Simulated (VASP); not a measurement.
Runs of VASP 6.6.1 on B. The structure is that of space group Im-3m (No. 229), or close to it. The cells are those of the table. 

| task | cell | k mesh | cutoff (eV) | gap on the mesh (eV) | pressure (GPa) |
| --- | --- | --- | --- | --- | --- |
| single point | a = 2.153 Å, angles 109.5°, 1 atom | 10 × 10 × 10 | 520 | none | -30.2 |
| single point | a = 1.987 Å, angles 109.5°, 1 atom | 34 × 34 × 34 | 520 | none | -0.2 |
| relaxation of cell and atoms | relaxed from a = 2.153 Å, angles 109.5°, 1 atom | 10 × 10 × 10 | 600 | none | -0.4 |
| single point | a = 1.987 Å, angles 109.5°, 1 atom | 10 × 10 × 10 | 520 | none | (a) |

Alike in all rows: level r2SCAN; potentials or basis VASP PAW PBE potentials, release 64 (B); no spin polarisation; smearing gaussian 0.1 eV.

Estimate the missing entries.

(a) -0.1.

Caveats: some runs use coarse meshes; the PAW data sets were made with another functional, which shifts forces and pressure a little.

A gap of «none» marks levels without a gap at the run's occupations.
